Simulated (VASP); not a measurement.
Write the native input for VASP 6.6.1 that does the following.

```
Task                   : single point
Functional             : PBEsol
Potentials or basis    : VASP PAW PBE potentials, release 64 (Ga_d, N)
Cutoff                 : 520 eV
k mesh                 : 12 × 12 × 4
Occupations            : gaussian, width 0.01 eV
Spin                   : no spin polarisation
Dipole correction      : no
Further INCAR settings : ALGO = Normal; EDIFF = 1e-06; NBANDS = 26
```

The structure of GaN lies in POSCAR:

```
GaN
1.0
    3.1800000000      0.0000000000      0.0000000000
   -1.5900000000      2.7539610000      0.0000000000
    0.0000000000      0.0000000000      5.1660000000
Ga N
2 2
Direct
    0.3333333333      0.6666666667      0.0000000000
    0.6666666667      0.3333333333      0.5000000000
    0.3333333333      0.6666666667      0.3750000000
    0.6666666667      0.3333333333      0.8750000000
```

These files were run (other wordings do the same):

INCAR

```
SYSTEM = GaN
PREC = Accurate ; ENCUT = 520
EDIFF = 1E-6 ; ISMEAR = 0
SIGMA = 0.01 ; LREAL = .FALSE.
LASPH = .TRUE. ; NELM = 100
ALGO = Normal ; ISIF = 2
LWAVE = .FALSE. ; LCHARG = .FALSE.
GGA = PS ; NBANDS = 26
```

KPOINTS

```
Automatic mesh
0
G
  12 12 4
  0 0 0
```

Potentials or basis: VASP PAW PBE potentials, release 64 (Ga_d, N).

Run with:

```bash
$ cat potpaw_PBE.64/Ga_d/POTCAR potpaw_PBE.64/N/POTCAR > POTCAR
$ mpirun -np 1 vasp_std > vasp.out
```

Results of the run:

```json
{"Pressure": "0.9 GPa", "Largest force": "0.131 eV/Å", "Band gap on the k mesh": "1.93 eV"}
```

Caveat: the PAW data sets were made with another functional, which shifts forces and pressure a little.

Wall time 2.9 min on 1 thread of Intel Xeon 8259CL, on a shared host, peak memory 0.19 GiB.
